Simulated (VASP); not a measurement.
Input of a VASP 6.6.1 run:

The input INCAR:

```
SYSTEM = SiW3
PREC = Accurate ; ENCUT = 600
EDIFF = 1E-7 ; ISMEAR = 0
SIGMA = 0.1 ; LREAL = .False.
LASPH = .True. ; NELM = 80
ALGO = Normal ; ISIF = 3
LWAVE = .False. ; LCHARG = .False.
GGA = PE ; IBRION = 2
NSW = 90 ; EDIFFG = -0.04
```

File KPOINTS:

```
Automatic mesh
0
Gamma
  6 6 6
  0 0 0
```

POSCAR

```
SiW3
1.0
   -1.9195738389      1.9195738389      4.2878792247
    1.9195738389     -1.9195738389      4.2878792247
    1.9195738389      1.9195738389     -4.2878792247
Si W
1 3
Direct
    0.0000000000      0.0000000000      0.0000000000
    0.5000000000      0.5000000000      0.0000000000
    0.2500000000      0.7500000000      0.5000000000
    0.7500000000      0.2500000000      0.5000000000
```

Potentials or basis: VASP PAW PBE potentials, release 64 (Si, W_sv).

Run with:

```sh
$ cat potpaw_PBE.64/Si/POTCAR potpaw_PBE.64/W_sv/POTCAR > POTCAR
$ mpirun -np 1 vasp_std > vasp.out
```

**Question.** What does it give for the space group after relaxing (to 0.1 Å)?

**Answer.** I4/mmm (No. 139).

**Question.** What does it give for the band gap on the k mesh?

**Answer.** Zero (bands 23 and 24 overlap by 0.88 eV).

**Question.** Estimate the relaxed volume.

**Answer.** 15.39 Å³/atom.

**Question.** What does it give for the relaxed cell?

**Answer.** a = 4.886 Å, b = 4.886 Å, c = 4.886 Å, α = 132.84°, β = 132.84°, γ = 68.91°.

Final structure:
```yaml
crystal:
  lattice:
    - [-1.95437, 1.95437, 4.02857]
    - [1.95437, -1.95437, 4.02857]
    - [1.95437, 1.95437, -4.02857]
  atoms:
    - { symbol: Si, position: [0.00000, 0.00000, 0.00000] }
    - { symbol: W, position: [0.50000, 0.50000, 0.00000] }
    - { symbol: W, position: [0.25000, 0.75000, 0.50000] }
    - { symbol: W, position: [0.75000, 0.25000, 0.50000] }
```

Caveat: spin-orbit coupling is left out, which moves the levels of the heavy elements.
